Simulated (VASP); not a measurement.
# BAs (P4_2/mmc) in VASP: single point with PBE

Aim: the single point of BAs with PBE.

All numbers are computed with VASP 6.6.1; they aren't measurements. Logs are shortened: lines on timing, memory, paths and dates and some standing lists are left out, and cuts for length are marked.

## (1) The cell of the first run

Symmetry: P4_2/mmc, No. 131, tetragonal system. The conventional cell has a = 3.280 Å, b = 3.280 Å, c = 10.782 Å, α = 90.00°, β = 90.00°, γ = 90.00°. B (site symmetry mmm) has 4 As at 2.19 Å within 2.9 Å. Within 2.7 Å of B (site symmetry -4m2) lie 4 As at 2.06 Å. As (site symmetry 2mm) has 4 B at 2.06 to 2.19 Å within 2.7 Å.

## (2) Single point, PBE

POSCAR reads:

```
BAs
1.0
    3.2802374806      0.0000000000      0.0000000000
    0.0000000000      3.2802374806      0.0000000000
    0.0000000000      0.0000000000     10.7821599000
B As
4 4
Direct
    0.0000000000      0.0000000000      0.5000000000
    0.0000000000      0.0000000000      0.0000000000
    0.5000000000      0.5000000000      0.7500000000
    0.5000000000      0.5000000000      0.2500000000
    0.5000000000      0.0000000000      0.3655558606
    0.0000000000      0.5000000000      0.1344441394
    0.5000000000      0.0000000000      0.6344441394
    0.0000000000      0.5000000000      0.8655558606
```

INCAR.step1 reads:

```
PREC     = Accurate       # precision mode
ENCUT    = 520            # plane-wave cutoff, eV
EDIFF    = 1E-6           # SCF threshold, eV
ISMEAR   = 0              # smearing method
SIGMA    = 0.1            # smearing width, eV
LREAL    = F              # projectors in reciprocal space
LASPH    = T              # aspherical terms in the spheres
NELM     = 60             # most SCF steps
ALGO     = Normal         # electronic algorithm
ISIF     = 2              # what is computed and relaxed
LWAVE    = F              # write WAVECAR
LCHARG   = T              # write CHGCAR
GGA      = PE             # functional
NBANDS   = 26             # bands
```

KPOINTS.step1 reads:

```
Automatic mesh
0
Gamma
  12 12 4
```

INCAR.step2 reads:

```
PREC     = Accurate       # precision mode
ENCUT    = 520            # plane-wave cutoff, eV
EDIFF    = 1E-6           # SCF threshold, eV
ISMEAR   = -5             # smearing method
SIGMA    = 0.1            # smearing width, eV
LREAL    = F              # projectors in reciprocal space
LASPH    = T              # aspherical terms in the spheres
NELM     = 60             # most SCF steps
ALGO     = Normal         # electronic algorithm
ISIF     = 2              # what is computed and relaxed
LWAVE    = F              # write WAVECAR
LCHARG   = F              # write CHGCAR
GGA      = PE             # functional
LORBIT   = 11             # projections on sites
NEDOS    = 1001           # points of the DOS
ICHARG   = 11             # starting density
```

KPOINTS.step2 reads:

```
Automatic mesh
0
Gamma
  18 18 6
```

Potentials or basis: VASP PAW PBE potentials, release 64 (B, As).

Run with:

```bash
cat potpaw_PBE.64/B/POTCAR potpaw_PBE.64/As/POTCAR > POTCAR
cp INCAR.step1 INCAR
cp KPOINTS.step1 KPOINTS
mpirun -np 1 vasp_std > vasp.out
cp INCAR.step2 INCAR
cp KPOINTS.step2 KPOINTS
mpirun -np 1 vasp_std > vasp.out
```

OUTCAR:

```text
PREC = Accurate
   ENCUT = 520
   EDIFF = 1E-6
   ISMEAR = -5
   LREAL = F
   LASPH = T
   NELM = 60
   ISIF = 2
   GGA = PE
   LORBIT = 11
   ICHARG = 11

 ion  position               nearest neighbor table
   1  0.000  0.000  0.500-   5 2.19   7 2.19   5 2.19   7 2.19
   2  0.000  0.000  0.000-   6 2.19   8 2.19   6 2.19   8 2.19
   3  0.500  0.500  0.750-   7 2.06   8 2.06   7 2.06   8 2.06
   4  0.500  0.500  0.250-   5 2.06   6 2.06   5 2.06   6 2.06
   5  0.500  0.000  0.366-   4 2.06   4 2.06   1 2.19   1 2.19   7 2.90
   6  0.000  0.500  0.134-   4 2.06   4 2.06   2 2.19   2 2.19   8 2.90
   7  0.500  0.000  0.634-   3 2.06   3 2.06   1 2.19   1 2.19   5 2.90
   8  0.000  0.500  0.866-   3 2.06   3 2.06   2 2.19   2 2.19   6 2.90

  LATTYP: Found a simple tetragonal cell.
 ALAT       =     3.2802374806
 C/A-ratio  =     3.2870058841

  Lattice vectors:

 A1 = (   3.2802374806,   0.0000000000,   0.0000000000)
 A2 = (   0.0000000000,   3.2802374806,   0.0000000000)
 A3 = (   0.0000000000,   0.0000000000,  10.7821599000)

Analysis of symmetry for initial positions (statically):
=====================================================================
 Subroutine PRICEL returns:
 Original cell was already a primitive cell.

 Routine SETGRP: Setting up the symmetry group for a
 simple tetragonal supercell.

 Subroutine GETGRP returns: Found 16 space group operations
 (whereof  8 operations were pure point group operations)
 out of a pool of 16 trial point group operations.

The static configuration has the point symmetry D_2h.
 The point group associated with its full space group is D_4h.

Analysis of symmetry for dynamics (positions and initial velocities):
=====================================================================
 Subroutine PRICEL returns:
 Original cell was already a primitive cell.

 Routine SETGRP: Setting up the symmetry group for a
 simple tetragonal supercell.

 Subroutine GETGRP returns: Found 16 space group operations
 (whereof  8 operations were pure point group operations)
 out of a pool of 16 trial point group operations.

The dynamic configuration has the point symmetry D_2h.
 The point group associated with its full space group is D_4h.

 Subroutine INISYM returns: Found 16 space group operations
 (whereof  8 operations are pure point group operations),
 and found     1 'primitive' translations

----------------------------------------------------------------------------------------

[... 125 lines left out ...]
     AMIX     =   0.40;   BMIX     =  1.00
     AMIX_MAG =   1.60;   BMIX_MAG =  1.00
  volume/ion in A,a.u.               =      14.50        97.86
  Fermi-wavevector in a.u.,A,eV,Ry     =   1.065662  2.013809 15.451252  1.135635
  Thomas-Fermi vector in A             =   2.201221
   LORBIT       =     11    0 simple, 1 ext, 2 COOP (PROOUT), +10 PAW based schemes
   GGA     = PE    functional components
   LHFCALC =     F    Hartree Fock is set to
   AEXX    =    0.0000 exact exchange contribution
   IVDW    =     0    specifies the selected vdW correction
   LEPSILON=     F    determine dielectric tensor
   LRPA    =     F    only Hartree local field effects (RPA)
 non-spin polarized calculation
 Fermi weights with tetrahedron method with Bloechl corrections
  energy-cutoff  :      520.00
  volume of cell :      116.02
 maximum number of plane-waves:      3160

 number of electron      32.0000000 magnetization

 Free energy of the ion-electron system (eV)
  ---------------------------------------------------
  ext. energy  EPLUGINS =         0.00000000
  ---------------------------------------------------
  free energy    TOTEN  =       -40.97596820 eV

  energy without entropy =      -40.97596820  energy(sigma->0) =      -40.97596820

 E-fermi :   5.5440     XC(G=0): -10.3952

 val. band max:        5.6091192923   @ k =   0.3333   0.0000   0.0000
 cond. band min:       5.3777510620   @ k =   0.1667   0.1667   0.5000
 fundamental gap:     -0.2313682303
 Fermi energy:         5.5440184316

 k-point     1 :       0.0000    0.0000    0.0000
  band No.  band energies     occupation
      1      -9.6617      2.00000
      2      -8.7925      2.00000
      3      -8.2864      2.00000
      4      -6.1886      2.00000
      5      -3.6909      2.00000
      6       0.1741      2.00000
[... 565 lines left out ...]
     20       9.5164      0.00000
     21      10.1433      0.00000

 [... further k-points ...]

------------------------ aborting loop because EDIFF is reached ----------------------------------------

  FORCE on cell =-STRESS in cart. coord.  units (eV):
  Direction    XX          YY          ZZ          XY          YZ          ZX
  --------------------------------------------------------------------------------------
  -------------------------------------------------------------------------------------
  Total        0.1535054      0.1535054      0.4336361     -0.0000000      0.0000000      0.0000000
  in kB        2.1199130      2.1199130      5.9885226     -0.0000000      0.0000000      0.0000000
  external PRESSURE =       3.4094495 kB  Pullay stress =       0.0000000 kB

 VOLUME and BASIS-vectors are now :
 -----------------------------------------------------------------------------
  energy-cutoff  :      520.00
  volume of cell :      116.02
      direct lattice vectors                 reciprocal lattice vectors
     3.280237481  0.000000000  0.000000000     0.304855976  0.000000000  0.000000000
     0.000000000  3.280237481  0.000000000     0.000000000  0.304855976  0.000000000
     0.000000000  0.000000000 10.782159900     0.000000000  0.000000000  0.092745796

 POSITION                                       TOTAL-FORCE (eV/Angst)
 -----------------------------------------------------------------------------------
      0.00000      0.00000      5.39108        -0.000000     -0.000000      0.000000
      0.00000      0.00000      0.00000        -0.000000     -0.000000      0.000000
      1.64012      1.64012      8.08662        -0.000000     -0.000000      0.000000
      1.64012      1.64012      2.69554        -0.000000     -0.000000      0.000000
      1.64012      0.00000      3.94148        -0.000000      0.000000      0.015043
      0.00000      1.64012      1.44960        -0.000000     -0.000000     -0.015043
      1.64012      0.00000      6.84068         0.000000     -0.000000     -0.015043
      0.00000      1.64012      9.33256        -0.000000     -0.000000      0.015043
 -----------------------------------------------------------------------------------
    total drift:                                0.000000     -0.000000      0.000000

  FREE ENERGIE OF THE ION-ELECTRON SYSTEM (eV)
  ---------------------------------------------------
  free  energy   TOTEN  =       -40.9759681951 eV

  energy  without entropy=      -40.9759681951  energy(sigma->0) =      -40.97596820

 total charge

# of ion       s       p       d       tot
------------------------------------------
    1        0.649   0.985   0.000   1.634
    2        0.649   0.985   0.000   1.634
    3        0.687   1.166   0.000   1.852
    4        0.687   1.166   0.000   1.852
    5        1.226   1.519   0.092   2.837
    6        1.226   1.519   0.092   2.837
    7        1.226   1.519   0.092   2.837
    8        1.226   1.519   0.092   2.837
--------------------------------------------------
tot          7.577  10.377   0.366  18.320
```

It took 11 min on 1 thread of Intel Xeon 8259CL, shared host; peak memory 0.54 GiB.

What came out:

```yaml
Valence_electrons_inside_the_program's_atomic_spheres: B 1.63, 1.85 (each value once); As 2.84
```

Caveat: tetrahedron occupations give inexact forces and stress in metals.
